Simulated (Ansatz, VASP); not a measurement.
## Two plane-wave programs on GaN

```
CELL_PARAMETERS angstrom
3.18000 0.00000 0.00000
-1.59000 2.75396 0.00000
0.00000 0.00000 5.16600
ATOMIC_POSITIONS crystal
Ga 0.33333 0.66667 0.00000
Ga 0.66667 0.33333 0.50000
N 0.31230 0.65615 0.35922
N 0.64563 0.32281 0.85922
```

Change from the starting cell: all N atoms moved +0.100 Å, as atom 3 towards its neighbour atom 4 (N) at 3.169 Å.

Alike in both runs: task single point; functional r2SCAN; k mesh 12 × 12 × 6; occupations gaussian, width 0.05 eV; no spin polarisation.

```csv
,VASP,Ansatz
version,VASP 6.6.1,Ansatz 0.2.0
potentials or method,"VASP PAW PBE potentials, release 64 (Ga_d, N), cutoff 520 eV","scalar-relativistic, plane waves, PAW"
valence electrons in the cell,36,36
```

Ansatz gave:

| Quantity | Value |
| --- | --- |
| gap on the k mesh at the Fermi level (eV) | 2.26 |
| least direct gap on the mesh (eV) | 2.26 |
| pressure (GPa) | 2.3 |
| traceless stress, the component that is largest in VASP (GPa) | 8.89 |
| rms of the force components (eV/Å) | 0.877 |

**Question.** Which values does VASP return?

**Answer.** gap on the k mesh at the Fermi level (eV): 2.26; least direct gap on the mesh (eV): 2.26; pressure (GPa): 3.5; traceless stress, the component that is largest in VASP (GPa): 9.18; rms of the force components (eV/Å): 0.892.

VASP's potentials were made for PBE, not for r2SCAN. Atom by atom the forces differ by 0.015 eV/Å (rms over components).
